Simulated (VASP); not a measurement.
Here is a VASP 6.6.1 calculation.

POSCAR

```
BeS
1.0
    0.0000000000      2.3636431409      2.3636431409
    2.3636431409      0.0000000000      2.3636431409
    2.3636431409      2.3636431409      0.0000000000
Be S
1 1
Direct
    0.0000000000      0.0000000000      0.0000000000
    0.5000000000      0.5000000000      0.5000000000
```

File INCAR.step1:

```
SYSTEM = BeS
ALGO = Normal
EDIFF = 1E-4
ENCUT = 520
GGA = PE
ISMEAR = 0
LASPH = .TRUE.
LCHARG = .FALSE.
LREAL = .FALSE.
LWAVE = .TRUE.
NBANDS = 11
NELM = 100
PREC = Accurate
SIGMA = 0.01
```

Contents of INCAR.step2:

```
SYSTEM = BeS
ALGO = Normal
EDIFF = 1E-6
ENCUT = 520
ISIF = 2
ISMEAR = 0
ISTART = 1
LASPH = .TRUE.
LCHARG = .FALSE.
LMIXTAU = .TRUE.
LREAL = .FALSE.
LWAVE = .FALSE.
METAGGA = R2SCAN
NBANDS = 11
NELM = 100
PREC = Accurate
SIGMA = 0.01
```

Contents of KPOINTS:

```
k-points
0
G
  10 10 10
  0 0 0
```

Potentials or basis: VASP PAW PBE potentials, release 64 (Be, S).

Command:

```console
$ cat potpaw_PBE.64/Be/POTCAR potpaw_PBE.64/S/POTCAR > POTCAR
$ cp INCAR.step1 INCAR
$ mpirun -np 1 vasp_std > vasp.out
$ cp INCAR.step2 INCAR
$ mpirun -np 1 vasp_std > vasp.out
```

**Question.** What does it give for the band gap on the k mesh?

**Answer.** 1.35 eV, indirect (least direct gap 4.32 eV).

**Question.** Predict the pressure.

**Answer.** -6.0 GPa.

Caveat: the cell differs from its parent crystal (strain +2.0%); the PAW data sets were made with another functional, which shifts forces and pressure a little. A k mesh can miss the band edges.
